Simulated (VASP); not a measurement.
NaH: single point with PBE

NaH:

```xyz
2
Lattice="2.9995 0.0000 0.0000 0.0000 2.9108 0.0000 0.0000 0.0000 2.9551" Properties=species:S:1:pos:R:3 pbc="T T T"
Na    0.0000    0.0000    0.0000
H     1.4997    1.4554    1.4776
```

This cell differs from its parent crystal: strain +0.0150 x Voigt [1, -1, 0, 0, 0, 0].

```json
{
 "Program": "VASP 6.6.1",
 "Task": "single point",
 "Functional": "PBE",
 "Potentials or basis": "VASP PAW PBE potentials, release 64 (Na_pv, H)",
 "Cutoff": "520 eV",
 "k mesh": "10 × 10 × 10",
 "Occupations": "gaussian, width 0.05 eV",
 "Spin": "no spin polarisation",
 "Dipole correction": "no",
 "Further INCAR settings": "ALGO = Normal; EDIFF = 1e-06; NBANDS = 11"
}
```

The pressure is 0.2 GPa and the band gap on the k mesh is 0.88 eV (least direct gap 4.38 eV).

Stress tensor (GPa, compression positive):
```
-1.53  0.00  0.00
 0.00  1.88  0.00
 0.00  0.00  0.16
```

Levels at points of the mesh, in eV from the valence-band top:
| k point | band 1 | band 2 | band 3 | band 4 | band 5 | band 6 | band 7 | band 8 | band 9 |
| --- | --- | --- | --- | --- | --- | --- | --- | --- | --- |
| (0.00, 0.00, 0.00) | -24.56 | -24.56 | -24.56 | -5.92 | 8.60 | 10.76 | 11.22 | 12.00 | 12.49 |
| (0.50, 0.00, 0.00) | -24.72 | -24.55 | -24.55 | -3.50 | 0.88 | 11.00 | 14.22 | 14.46 | 14.95 |
| (0.00, 0.50, 0.00) | -24.76 | -24.55 | -24.55 | -3.31 | 1.17 | 10.76 | 14.13 | 14.17 | 14.60 |
| (0.50, 0.50, 0.00) | -24.73 | -24.69 | -24.53 | -1.73 | 4.24 | 4.31 | 6.81 | 14.69 | 18.49 |
| (0.00, 0.00, 0.50) | -24.74 | -24.55 | -24.55 | -3.41 | 1.03 | 10.85 | 14.06 | 14.18 | 15.01 |
| (0.50, 0.00, 0.50) | -24.71 | -24.69 | -24.53 | -1.82 | 4.13 | 4.17 | 6.68 | 15.05 | 18.93 |
| (0.00, 0.50, 0.50) | -24.73 | -24.71 | -24.53 | -1.65 | 4.38 | 4.41 | 6.95 | 14.35 | 18.18 |
| (0.50, 0.50, 0.50) | -24.71 | -24.69 | -24.66 | 0.00 | 6.84 | 6.90 | 6.96 | 9.09 | 9.13 |

Wall time 16 s on 1 thread of Intel(R) Xeon(R) Platinum 8488C (Sapphire Rapids), with other jobs on the host, peak memory 0.17 GiB.

Caveat: the cell differs from its parent crystal (strain +0.0150 x Voigt [1, -1, 0, 0, 0, 0]). A k mesh can miss the band edges.
